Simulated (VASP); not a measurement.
The system is Nb.

```
Nb
1.0
     0.00000    2.11500    2.11500
     2.11500    0.00000    2.11500
     2.11500    2.11500    0.00000
Nb
1
Direct
  0.00000 0.00000 0.00000
```

This isn't the form of Nb at room conditions, which is bcc.

```yaml
Program: VASP 6.6.1
Task: relaxation of cell and atoms
Functional: PBE
Dispersion: D4
Potentials_or_basis: VASP PAW PBE potentials, release 64 (Nb_sv)
Cutoff: 600 eV
k_mesh: 11 × 11 × 11
Occupations: fermi-dirac, width 0.05 eV
Spin: no spin polarisation
```

At the start: pressure -4.8 GPa; volume 18.92 Å³/atom.

Problem. How do energy, volume and symmetry change on relaxing?

Solution. Over 3 steps the energy falls by 8.5 meV/atom and the volume is 18.38 Å³/atom (-2.9 %); space group Fm-3m (No. 225, to 0.1 Å) before and after.

The path:
```
step  energy change (eV)  largest force (eV/Å)  pressure (GPa)  volume (Å³)
   1              0.0000                0.0000           -4.77        18.92
   2              0.0198                0.0000            9.97        17.42
   3             -0.0085                0.0000           -0.08        18.38
```

Final structure:
```cif
data_structure
_symmetry_space_group_name_H-M 'P 1'
_symmetry_Int_Tables_number 1
_cell_length_a 2.9621
_cell_length_b 2.9621
_cell_length_c 2.9621
_cell_angle_alpha 60.000
_cell_angle_beta 60.000
_cell_angle_gamma 60.000
_cell_volume 18.38
loop_
_atom_site_label
_atom_site_type_symbol
_atom_site_fract_x
_atom_site_fract_y
_atom_site_fract_z
_atom_site_occupancy
Nb1 Nb 0.00000 0.00000 0.00000 1
```
